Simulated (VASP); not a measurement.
**Ir: relaxation of cell and atoms with PBE**

The system is Ir.

```xyz
1
Lattice="0.0000 1.9367 1.9367 1.9367 0.0000 1.9367 1.9367 1.9367 0.0000" Properties=species:S:1:pos:R:3 pbc="T T T"
Ir    0.0000    0.0000    0.0000
```

```yaml
Program: VASP 6.6.1
Task: relaxation of cell and atoms
Functional: PBE
Potentials_or_basis: VASP PAW PBE potentials, release 64 (Ir)
Cutoff: 500 eV
k_mesh: 18 × 18 × 18
Occupations: fermi-dirac, width 0.05 eV
Spin: non-collinear spin, zero start, spin-orbit coupling
Starting_moments: "[[0.0, 0.0, 0.0]] μB"
Dipole_correction: no
Further_INCAR_settings: ALGO = Normal; EDIFF = 1e-07; IBRION = 2; EDIFFG = -0.005; NSW = 45; ISIF = 3
```

| Quantity | Value |
| --- | --- |
| Relaxed volume | 14.57 Å³/atom |
| Relaxed cell | a = 2.741 Å, b = 2.741 Å, c = 2.741 Å, α = 60.00°, β = 60.00°, γ = 60.00° |
| Space group after relaxing (to 0.1 Å) | Fm-3m (No. 225) |
| Energy gained by relaxing | 0.1 meV/atom |
| Ionic steps | 3 |
| Pressure after relaxing | 0.0 GPa |
| Net moment | 0.00 μB per cell |
| Valence electrons inside the program's atomic spheres | Ir 8.30 |

Final structure:
```
CELL_PARAMETERS angstrom
0.00000 1.93834 1.93834
1.93834 0.00000 1.93834
1.93834 1.93834 0.00000
ATOMIC_POSITIONS crystal
Ir 0.00000 0.00000 0.00000
```

Moments on the atoms (μB; x, y, z):
```
Ir  0.00 0.00 0.00
```

Run time: 2.8 min on 1 thread of Oxide Virtual Turin-like Processor, on a shared host, peak memory 0.18 GiB.
